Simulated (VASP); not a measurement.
# Te7Pb8 (a cell with a defect) in VASP: further runs

Te7Pb8 (a cell with a defect) is run at these levels: PBE+D3(BJ); tasks: relaxation of the atoms, single point.

Program: VASP 6.6.1. These are calculated values, not measurements. Logs are shortened: lines on timing, memory, paths and dates and some standing lists are left out, and cuts for length are marked.

**1. The cell of the first run**

The cell holds a defect, 15 atoms: a = 9.139 Å, b = 9.139 Å, c = 9.139 Å, α = 60.00°, β = 60.00°, γ = 60.00°.

**2. Relaxation of the atoms, PBE+D3(BJ)**

INCAR reads:

```
SYSTEM = Te7Pb8
PREC = Accurate ; ENCUT = 450
EDIFF = 1E-7 ; ISMEAR = 0
SIGMA = 0.02 ; LREAL = .FALSE.
LASPH = .TRUE. ; NELM = 120
ALGO = Normal ; ISIF = 2
LWAVE = .FALSE. ; LCHARG = .FALSE.
GGA = PE ; IVDW = 12
IBRION = 2 ; NSW = 45
EDIFFG = -0.03 ; GGA_COMPAT = .FALSE.
NELMIN = 4
```

KPOINTS reads:

```
Automatic mesh
0
G
  2 2 2
  0 0 0
```

POSCAR reads:

```
Te7Pb8
1.0
    0.0000000000      6.4620000000      6.4620000000
    6.4620000000      0.0000000000      6.4620000000
    6.4620000000      6.4620000000      0.0000000000
Pb Te
8 7
Direct
    0.0000000000      0.0000000000      0.0000000000
    0.0000000000      0.0000000000      0.5000000000
    0.0000000000      0.5000000000      0.0000000000
    0.0000000000      0.5000000000      0.5000000000
    0.5000000000      0.0000000000      0.0000000000
    0.5000000000      0.0000000000      0.5000000000
    0.5000000000      0.5000000000      0.0000000000
    0.5000000000      0.5000000000      0.5000000000
    0.2500000000      0.2500000000      0.7500000000
    0.2500000000      0.7500000000      0.2500000000
    0.2500000000      0.7500000000      0.7500000000
    0.7500000000      0.2500000000      0.2500000000
    0.7500000000      0.2500000000      0.7500000000
    0.7500000000      0.7500000000      0.2500000000
    0.7500000000      0.7500000000      0.7500000000
```

Potentials or basis: VASP PAW PBE potentials, release 64 (Pb_d, Te).

Launch:

```bash
> cat potpaw_PBE.64/Pb_d/POTCAR potpaw_PBE.64/Te/POTCAR > POTCAR
> mpirun -np 1 vasp_std > vasp.out
```

OUTCAR:

```text
SYSTEM = Te7Pb8
   PREC = Accurate
   ENCUT = 450
   EDIFF = 1E-7
   ISMEAR = 0
   LREAL = .FALSE.
   LASPH = .TRUE.
   NELM = 120
   ISIF = 2
   GGA = PE
   IVDW = 12
   IBRION = 2
   NSW = 45
   EDIFFG = -0.03
   NELMIN = 4
 IVDW          = 12

 ion  position               nearest neighbor table
   1  0.000  0.000  0.000-   9 3.23  10 3.23  11 3.23  12 3.23  13 3.23  14 3.23
   2  0.000  0.000  0.500-  10 3.23  11 3.23  12 3.23  13 3.23  15 3.23
   3  0.000  0.500  0.000-   9 3.23  11 3.23  12 3.23  14 3.23  15 3.23
   4  0.000  0.500  0.500-   9 3.23  10 3.23  13 3.23  14 3.23  15 3.23
   5  0.500  0.000  0.000-   9 3.23  10 3.23  13 3.23  14 3.23  15 3.23
   6  0.500  0.000  0.500-   9 3.23  11 3.23  12 3.23  14 3.23  15 3.23
   7  0.500  0.500  0.000-  10 3.23  11 3.23  12 3.23  13 3.23  15 3.23
   8  0.500  0.500  0.500-   9 3.23  10 3.23  11 3.23  12 3.23  13 3.23  14 3.23
   9  0.250  0.250  0.750-   1 3.23   3 3.23   4 3.23   5 3.23   6 3.23   8 3.23
  10  0.250  0.750  0.250-   1 3.23   2 3.23   4 3.23   5 3.23   7 3.23   8 3.23
  11  0.250  0.750  0.750-   1 3.23   2 3.23   3 3.23   6 3.23   7 3.23   8 3.23
  12  0.750  0.250  0.250-   1 3.23   2 3.23   3 3.23   6 3.23   7 3.23   8 3.23
  13  0.750  0.250  0.750-   1 3.23   2 3.23   4 3.23   5 3.23   7 3.23   8 3.23
  14  0.750  0.750  0.250-   1 3.23   3 3.23   4 3.23   5 3.23   6 3.23   8 3.23
  15  0.750  0.750  0.750-   2 3.23   3 3.23   4 3.23   5 3.23   6 3.23   7 3.23

  LATTYP: Found a face centered cubic cell.
 ALAT       =    12.9240000000

  Lattice vectors:

 A1 = (   0.0000000000,   6.4620000000,   6.4620000000)
 A2 = (   6.4620000000,   0.0000000000,   6.4620000000)
 A3 = (   6.4620000000,   6.4620000000,   0.0000000000)

Analysis of symmetry for initial positions (statically):
=====================================================================
 Subroutine PRICEL returns:
 Original cell was already a primitive cell.

 Routine SETGRP: Setting up the symmetry group for a
 face centered cubic supercell.

 Subroutine GETGRP returns: Found 48 space group operations
 (whereof 24 operations were pure point group operations)
 out of a pool of 48 trial point group operations.

The static configuration has the point symmetry T_d .
 The point group associated with its full space group is O_h .

Analysis of symmetry for dynamics (positions and initial velocities):
=====================================================================
 Subroutine PRICEL returns:
 Original cell was already a primitive cell.

 Routine SETGRP: Setting up the symmetry group for a
 face centered cubic supercell.

 Subroutine GETGRP returns: Found 48 space group operations
 (whereof 24 operations were pure point group operations)
 out of a pool of 48 trial point group operations.

The dynamic configuration has the point symmetry T_d .
 The point group associated with its full space group is O_h .

 Subroutine INISYM returns: Found 48 space group operations
 (whereof 24 operations are pure point group operations),
[... 90 lines left out ...]
 SYSTEM =  Te7Pb8
   PREC   = accura    normal or accurate (medium, high low for compatibility)
   ISTART =      0    job   : 0-new  1-cont  2-samecut
   ICHARG =      2    charge: 1-file 2-atom 10-const
   ISPIN  =      1    spin polarized calculation?
   LNONCOLLINEAR =      F non collinear calculations
   LSORBIT =      F    spin-orbit coupling
   LASPH  =      T    aspherical Exc in radial PAW
   ENCUT  =  450.0 eV  33.07 Ry    5.75 a.u.  15.81 15.81 15.81*2*pi/ulx,y,z
   NELM   =    120;   NELMIN=  4; NELMDL= -5     # of ELM steps
   EDIFF  = 0.1E-06   stopping-criterion for ELM
   LREAL  =      F    real-space projection
   EDIFFG = -.3E-01   stopping-criterion for IOM
   NSW    =     45    number of steps for IOM
   IBRION =      2    ionic relax: 0-MD 1-quasi-New 2-CG
   NFREE  =      1    steps in history (QN), initial steepest desc. (CG)
   ISIF   =      2    stress and relaxation
   ISYM   =      2    0-nonsym 1-usesym 2-fastsym
   POTIM  = 0.5000    time-step for ionic-motion
   TEBEG  =    0.0;   TEEND  =   0.0 temperature during run
   PSTRESS=    0.0 pullay stress
   NELECT =     154.0000    total number of electrons
   NUPDOWN=      -1.0000    fix difference up-down
   EMIN   =  10.00;   EMAX   =-10.00  energy-range for DOS
   EFERMI =   0.00;   METHOD = LEGACY
   ISMEAR =     0;   SIGMA  =   0.02  broadening in eV -4-tet -1-fermi 0-gaus
   EFERMI_NEDOS =   21; number of points for ismear=-14 and -15
   IALGO  =     38    algorithm
   IMIX   =      4    mixing-type and parameters
     AMIX     =   0.40;   BMIX     =  1.00
     AMIX_MAG =   1.60;   BMIX_MAG =  1.00
  volume/ion in A,a.u.               =      35.98       242.79
  Fermi-wavevector in a.u.,A,eV,Ry     =   1.077800  2.036746 15.805242  1.161653
  Thomas-Fermi vector in A             =   2.213721
   LORBIT       =      0    0 simple, 1 ext, 2 COOP (PROOUT), +10 PAW based schemes
   GGA     = PE    functional components
   LHFCALC =     F    Hartree Fock is set to
   AEXX    =    0.0000 exact exchange contribution
   IVDW    =    12    specifies the selected vdW correction
   LEPSILON=     F    determine dielectric tensor
   LRPA    =     F    only Hartree local field effects (RPA)
 conjugate gradient relaxation of ions
 non-spin polarized calculation
 Gauss-broadening in eV      SIGMA  =   0.02
  energy-cutoff  :      450.00
  volume of cell :      539.67
 maximum number of plane-waves:     11708
 NGX is ok and might be reduce to    64
   NGX = 31   NGY = 31   NGZ = 31

--------------------------------------- Ionic step        1  -------------------------------------------

 number of electron     153.9999940 magnetization

 Free energy of the ion-electron system (eV)
  ---------------------------------------------------
  ext. energy  EPLUGINS =         0.00000000
  ---------------------------------------------------
  free energy    TOTEN  =       -54.57576165 eV

  energy without entropy =      -54.57126722  energy(sigma->0) =      -54.57351443

------------------------ aborting loop because EDIFF is reached ----------------------------------------

 Edisp (eV)   -5.66488

 E8    (eV) :    -2.7555
[... 256 lines left out ...]
--------------------------------------- Ionic step        6  -------------------------------------------

 number of electron     154.0000004 magnetization

 Free energy of the ion-electron system (eV)
  ---------------------------------------------------
  ext. energy  EPLUGINS =         0.00000000
  ---------------------------------------------------
  free energy    TOTEN  =       -54.60789205 eV

  energy without entropy =      -54.60257905  energy(sigma->0) =      -54.60523555

 E-fermi :   5.9111     XC(G=0):  -9.0318

 val. band max:        5.8620269546   @ k =   0.0000   0.0000   0.0000
 cond. band min:       5.9248001837   @ k =   0.5000   0.5000   0.0000
 fundamental gap:      0.0627732291
 Fermi energy:         5.9111261506

 k-point     1 :       0.0000    0.0000    0.0000
  band No.  band energies     occupation
      1     -11.8620      2.00000
      2     -11.8367      2.00000
      3     -11.8367      2.00000
      4     -11.8356      2.00000
      5     -11.8356      2.00000
      6     -11.8356      2.00000
[... 265 lines left out ...]
     88       7.7337      0.00000
     89       7.9683      0.00000
 [bands above 89 left out]

------------------------ aborting loop because EDIFF is reached ----------------------------------------

 Edisp (eV)   -5.75011

 E8    (eV) :    -2.7978
[... 38 lines left out ...]
  FREE ENERGIE OF THE ION-ELECTRON SYSTEM (eV)
  ---------------------------------------------------
  free  energy   TOTEN  =       -60.3580068262 eV

  energy  without entropy=      -60.3526938253  energy(sigma->0) =      -60.35535033

 reached required accuracy - stopping structural energy minimisation
```

OSZICAR:

```text
N       E                     dE             d eps       ncg     rms          rms(c)
DAV:   1     0.163993235710E+04    0.16399E+04   -0.61473E+04   552   0.149E+03
DAV:   2     0.163847865956E+03   -0.14761E+04   -0.14391E+04   576   0.430E+02
DAV:   3    -0.413994332950E+02   -0.20525E+03   -0.19892E+03   688   0.193E+02
[... 66 lines left out ...]
DAV:   6    -0.546078897576E+02    0.35831E-04   -0.82420E-04   688   0.130E-01    0.578E-02
DAV:   7    -0.546078889403E+02    0.81728E-06   -0.10453E-04   728   0.447E-02    0.136E-02
DAV:   8    -0.546078912941E+02   -0.23538E-05   -0.65921E-06   696   0.103E-02    0.693E-03
DAV:   9    -0.546078920240E+02   -0.72993E-06   -0.21983E-06   508   0.459E-03    0.230E-03
DAV:  10    -0.546078920511E+02   -0.27087E-07   -0.38894E-07   488   0.287E-03
   6 F= -.60358007E+02 E0= -.60355350E+02  d E =-.117363E+00
```

CONTCAR:

```text
Te7Pb8
   1.00000000000000
     0.0000000000000000    6.4619999999999997    6.4619999999999997
     6.4619999999999997    0.0000000000000000    6.4619999999999997
     6.4619999999999997    6.4619999999999997    0.0000000000000000
  Pb              Te
     8     7
Direct
     0.0000000000000000    0.0000000000000000    0.0000000000000000
[... 19 lines left out ...]
  0.00000000E+00  0.00000000E+00  0.00000000E+00
  0.00000000E+00  0.00000000E+00  0.00000000E+00
  0.00000000E+00  0.00000000E+00  0.00000000E+00
  0.00000000E+00  0.00000000E+00  0.00000000E+00
  0.00000000E+00  0.00000000E+00  0.00000000E+00
  0.00000000E+00  0.00000000E+00  0.00000000E+00
  0.00000000E+00  0.00000000E+00  0.00000000E+00
  0.00000000E+00  0.00000000E+00  0.00000000E+00
  0.00000000E+00  0.00000000E+00  0.00000000E+00
  0.00000000E+00  0.00000000E+00  0.00000000E+00
  0.00000000E+00  0.00000000E+00  0.00000000E+00
```

Wall time 23 min (1 thread of Intel Xeon Platinum 8259CL at 2.50GHz (Skylake/Cascade Lake), shared host); peak memory 0.66 GiB.

What came out:

| Quantity | Value |
| --- | --- |
| Free energy | -60.3580 eV |
| Energy gained by relaxing | 7.8 meV/atom |
| Ionic steps | 6 |
| Pressure after relaxing | 0.1 GPa |
| Band gap on the k mesh | zero (bands 77 and 78 overlap by 0.14 eV) |
| Dispersion energy per atom | -0.383 eV |

Forces on the atoms (eV/Å):
```
Pb   0.000  0.000  0.000
Pb   0.000  0.000  0.002
Pb   0.000  0.002  0.000
Pb  -0.002  0.000  0.000
Pb   0.002  0.000  0.000
Pb   0.000 -0.002  0.000
Pb   0.000  0.000 -0.002
Pb   0.000  0.000  0.000
Te   0.000  0.000  0.000
Te   0.000  0.000  0.000
Te   0.000  0.000  0.000
Te   0.000  0.000  0.000
Te   0.000  0.000  0.000
Te   0.000  0.000  0.000
Te   0.000  0.000  0.000
```

The path:
| step | energy change (eV) | largest force (eV/Å) | pressure (GPa) |
| --- | --- | --- | --- |
| 1 | 0.0000 | 0.2700 | 0.29 |
| 2 | -0.0199 | 0.2384 | 0.28 |
| 3 | -0.0652 | 0.1482 | 0.26 |
| 4 | -0.1099 | 0.0736 | 0.19 |
| 5 | -0.0180 | 0.2815 | -0.43 |
| 6 | -0.1174 | 0.0025 | 0.12 |

Final structure:
```
CELL_PARAMETERS angstrom
0.00000 6.46200 6.46200
6.46200 0.00000 6.46200
6.46200 6.46200 0.00000
ATOMIC_POSITIONS crystal
Pb 0.00000 0.00000 0.00000
Pb 0.01258 0.01258 0.48742
Pb 0.01258 0.48742 0.01258
Pb 0.01258 0.48742 0.48742
Pb 0.48742 0.01258 0.01258
Pb 0.48742 0.01258 0.48742
Pb 0.48742 0.48742 0.01258
Pb 0.50000 0.50000 0.50000
Te 0.25000 0.25000 0.75000
Te 0.25000 0.75000 0.25000
Te 0.25000 0.75000 0.75000
Te 0.75000 0.25000 0.25000
Te 0.75000 0.25000 0.75000
Te 0.75000 0.75000 0.25000
Te 0.75000 0.75000 0.75000
```

Caveat: the k points lie up to 0.42 Å⁻¹ apart; spin-orbit coupling is left out, which moves the levels of the heavy elements.

**3. Single point, PBE+D3(BJ)**

INCAR reads:

```
SYSTEM = Te7Pb8
ALGO = Normal
EDIFF = 1E-6
ENCUT = 400
GGA = PE
GGA_COMPAT = .False.
ISIF = 2
ISMEAR = 0
IVDW = 12
LASPH = .True.
LCHARG = .True.
LELF = .True.
LREAL = .False.
LVHAR = .True.
LWAVE = .False.
NBANDS = 90
NELM = 120
PREC = Accurate
SIGMA = 0.02
```

KPOINTS reads:

```
k-points
0
Gamma
  2 2 2
  0 0 0
```

Changes to POSCAR since step 2:

```diff
@@ -9,8 +9,8 @@
     0.0000000000      0.0000000000      0.0000000000
-    0.0000000000      0.0000000000      0.5000000000
-    0.0000000000      0.5000000000      0.0000000000
-    0.0000000000      0.5000000000      0.5000000000
-    0.5000000000      0.0000000000      0.0000000000
-    0.5000000000      0.0000000000      0.5000000000
-    0.5000000000      0.5000000000      0.0000000000
+    0.0126323651      0.0126323651      0.4873676349
+    0.0126323651      0.4873676349      0.0126323651
+    0.0126323651      0.4873676349      0.4873676349
+    0.4873676349      0.0126323651      0.0126323651
+    0.4873676349      0.0126323651      0.4873676349
+    0.4873676349      0.4873676349      0.0126323651
     0.5000000000      0.5000000000      0.5000000000
```

Potentials or basis: VASP PAW PBE potentials, release 64 (Pb_d, Te).

Launch:

```bash
> cat potpaw_PBE.64/Pb_d/POTCAR potpaw_PBE.64/Te/POTCAR > POTCAR
> mpirun -np 1 vasp_std > vasp.out
```

OUTCAR:

```text
SYSTEM = Te7Pb8
   EDIFF = 1E-6
   ENCUT = 400
   GGA = PE
   ISIF = 2
   ISMEAR = 0
   IVDW = 12
   LASPH = .True.
   LREAL = .False.
   NELM = 120
   PREC = Accurate
 IVDW          = 12

 ion  position               nearest neighbor table
   1  0.000  0.000  0.000-   9 3.23  10 3.23  11 3.23  12 3.23  13 3.23  14 3.23
   2  0.013  0.013  0.487-  10 3.24  11 3.24  12 3.24  13 3.24  15 3.39
   3  0.013  0.487  0.013-   9 3.24  11 3.24  12 3.24  14 3.24  15 3.39
   4  0.013  0.487  0.487-   9 3.24  10 3.24  13 3.24  14 3.24  15 3.39
   5  0.487  0.013  0.013-   9 3.24  10 3.24  13 3.24  14 3.24  15 3.39
   6  0.487  0.013  0.487-   9 3.24  11 3.24  12 3.24  14 3.24  15 3.39
   7  0.487  0.487  0.013-  10 3.24  11 3.24  12 3.24  13 3.24  15 3.39
   8  0.500  0.500  0.500-   9 3.23  10 3.23  11 3.23  12 3.23  13 3.23  14 3.23
   9  0.250  0.250  0.750-   1 3.23   8 3.23   4 3.24   5 3.24   6 3.24   3 3.24
  10  0.250  0.750  0.250-   1 3.23   8 3.23   4 3.24   5 3.24   7 3.24   2 3.24
  11  0.250  0.750  0.750-   1 3.23   8 3.23   3 3.24   6 3.24   7 3.24   2 3.24
  12  0.750  0.250  0.250-   1 3.23   8 3.23   3 3.24   6 3.24   7 3.24   2 3.24
  13  0.750  0.250  0.750-   1 3.23   8 3.23   4 3.24   5 3.24   7 3.24   2 3.24
  14  0.750  0.750  0.250-   1 3.23   8 3.23   4 3.24   5 3.24   6 3.24   3 3.24
  15  0.750  0.750  0.750-   2 3.39   3 3.39   4 3.39   5 3.39   6 3.39   7 3.39

  LATTYP: Found a face centered cubic cell.
 ALAT       =    12.9240000000

  Lattice vectors:

 A1 = (   0.0000000000,   6.4620000000,   6.4620000000)
 A2 = (   6.4620000000,   0.0000000000,   6.4620000000)
 A3 = (   6.4620000000,   6.4620000000,   0.0000000000)

Analysis of symmetry for initial positions (statically):
=====================================================================
 Subroutine PRICEL returns:
 Original cell was already a primitive cell.

 Routine SETGRP: Setting up the symmetry group for a
 face centered cubic supercell.

[... 161 lines left out ...]
   NGX = 29   NGY = 29   NGZ = 29

 number of electron     154.0000023 magnetization

 Free energy of the ion-electron system (eV)
  ---------------------------------------------------
  ext. energy  EPLUGINS =         0.00000000
  ---------------------------------------------------
  free energy    TOTEN  =       -54.60493289 eV

  energy without entropy =      -54.59961802  energy(sigma->0) =      -54.60227545

 E-fermi :   5.9102     XC(G=0):  -9.0319

 val. band max:        5.8616169452   @ k =   0.0000   0.0000   0.0000
 cond. band min:       5.9238415940   @ k =   0.5000   0.5000   0.0000
 fundamental gap:      0.0622246488
 Fermi energy:         5.9101687039

 k-point     1 :       0.0000    0.0000    0.0000
  band No.  band energies     occupation
      1     -11.8617      2.00000
      2     -11.8364      2.00000
      3     -11.8364      2.00000
      4     -11.8353      2.00000
      5     -11.8353      2.00000
      6     -11.8353      2.00000
[... 265 lines left out ...]
     88       7.7343      0.00000
     89       7.9681      0.00000
 [bands above 89 left out]

------------------------ aborting loop because EDIFF is reached ----------------------------------------

 Edisp (eV)   -5.75048

 E8    (eV) :    -2.7980

  FORCE on cell =-STRESS in cart. coord.  units (eV):
  Direction    XX          YY          ZZ          XY          YZ          ZX
  --------------------------------------------------------------------------------------
  -------------------------------------------------------------------------------------
  Total       0.24327     0.24327     0.24327    -0.00000    -0.00000     0.00000
  in kB       0.72221     0.72221     0.72221    -0.00000    -0.00000     0.00000
  external pressure =        0.72 kB  Pullay stress =        0.00 kB

 VOLUME and BASIS-vectors are now :
 -----------------------------------------------------------------------------
  energy-cutoff  :      400.00
  volume of cell :      539.67
      direct lattice vectors                 reciprocal lattice vectors
     0.000000000  6.462000000  6.462000000    -0.077375426  0.077375426  0.077375426
     6.462000000  0.000000000  6.462000000     0.077375426 -0.077375426  0.077375426
     6.462000000  6.462000000  0.000000000     0.077375426  0.077375426 -0.077375426

 POSITION                                       TOTAL-FORCE (eV/Angst)
 -----------------------------------------------------------------------------------
      0.00000      0.00000      0.00000         0.000000      0.000000      0.000000
      3.23100      3.23100      0.16326         0.000000      0.000000      0.000949
      3.23100      0.16326      3.23100         0.000000      0.000949      0.000000
      6.29874      3.23100      3.23100        -0.000949      0.000000      0.000000
      0.16326      3.23100      3.23100         0.000949      0.000000      0.000000
      3.23100      6.29874      3.23100         0.000000     -0.000949      0.000000
      3.23100      3.23100      6.29874         0.000000      0.000000     -0.000949
      6.46200      6.46200      6.46200         0.000000      0.000000      0.000000
      6.46200      6.46200      3.23100         0.000000      0.000000      0.000000
      6.46200      3.23100      6.46200         0.000000      0.000000      0.000000
      9.69300      6.46200      6.46200         0.000000      0.000000      0.000000
      3.23100      6.46200      6.46200         0.000000      0.000000      0.000000
      6.46200      9.69300      6.46200         0.000000      0.000000      0.000000
      6.46200      6.46200      9.69300         0.000000      0.000000      0.000000
      9.69300      9.69300      9.69300         0.000000      0.000000      0.000000
 -----------------------------------------------------------------------------------
    total drift:                               -0.000000     -0.000000     -0.000000

  FREE ENERGIE OF THE ION-ELECTRON SYSTEM (eV)
  ---------------------------------------------------
  free  energy   TOTEN  =       -60.3554166457 eV

  energy  without entropy=      -60.3501017760  energy(sigma->0) =      -60.35275921
```

Wall time 3.6 min (1 thread of Intel Xeon Platinum 8375C at 2.90GHz (Ice Lake), shared host); peak memory 0.49 GiB.

Results:

| Property | Result |
| --- | --- |
| Free energy | -60.3554 eV |
| Pressure | 0.1 GPa |
| Band gap on the k mesh | zero (bands 77 and 78 overlap by 0.14 eV) |
| Dispersion energy per atom | -0.383 eV |

Levels at points of the mesh, in eV from the Fermi level:
| k point | band 74 | band 75 | band 76 | band 77 | band 78 | band 79 | band 80 | band 81 |
| --- | --- | --- | --- | --- | --- | --- | --- | --- |
| (0.00, 0.00, 0.00) | -1.14 | -1.14 | -1.14 | -0.79 | -0.05 | -0.05 | -0.05 | 0.43 |
| (0.50, 0.00, 0.00) | -1.94 | -1.94 | -1.82 | 0.09 | 0.14 | 0.27 | 0.27 | 1.42 |
| (0.50, 0.50, 0.00) | -1.66 | -1.41 | -1.20 | -0.98 | 0.01 | 0.01 | 0.39 | 0.82 |

Caveat: the k points lie up to 0.42 Å⁻¹ apart; spin-orbit coupling is left out, which moves the levels of the heavy elements.
